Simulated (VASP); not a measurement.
# Ag: single point with PBEsol

System: Ag, a slab with vacuum.

```
CELL_PARAMETERS angstrom
2.86631 0.00000 0.00000
0.00000 2.86631 0.00000
0.00000 0.00000 32.21430
ATOMIC_POSITIONS crystal
Ag 0.00000 0.00000 0.24824
Ag 0.50000 0.50000 0.31001
Ag 0.00000 0.00000 0.37339
Ag 0.50000 0.50000 0.43668
Ag 0.00000 0.00000 0.50000
Ag 0.50000 0.50000 0.56332
Ag 0.00000 0.00000 0.62661
Ag 0.50000 0.50000 0.68999
Ag 0.00000 0.00000 0.75176
```

```json
{
  "Program": "VASP 6.6.1",
  "Task": "single point",
  "Functional": "PBEsol",
  "Potentials or basis": "VASP PAW PBE potentials, release 64 (Ag)",
  "Cutoff": "520 eV",
  "k mesh": "11 × 11 × 1",
  "Occupations": "methfessel-paxton, width 0.1 eV",
  "Spin": "no spin polarisation",
  "Dipole correction": "yes",
  "Further INCAR settings": "ALGO = Normal; EDIFF = 1e-06; NBANDS = 60"
}
```

```json
{"Largest force": "0.007 eV/Å", "Band gap on the k mesh": "zero (an odd number of electrons rules out a gap without spin polarisation)"}
```

Forces on the atoms (eV/Å):
```
Ag   0.000  0.000  0.007
Ag   0.000  0.000  0.001
Ag   0.000  0.000 -0.002
Ag   0.000  0.000 -0.001
Ag   0.000  0.000  0.000
Ag   0.000  0.000  0.001
Ag   0.000  0.000  0.002
Ag   0.000  0.000 -0.001
Ag   0.000  0.000 -0.007
```

Levels at points of the mesh, in eV from the Fermi level:
```
           k point  band 46  band 47  band 48  band 49  band 50  band 51  band 52  band 53  band 54  band 55
(0.00, 0.00, 0.00)    -2.90    -2.88    -2.88    -2.87    -2.77    -2.77    -1.66    -0.33     0.88     1.41
```

It took 14 min on 1 thread of Intel Xeon 8259CL, with other jobs on the host, peak memory 0.48 GiB.

Caveat: the PAW data sets were made with another functional, which shifts forces and pressure a little.
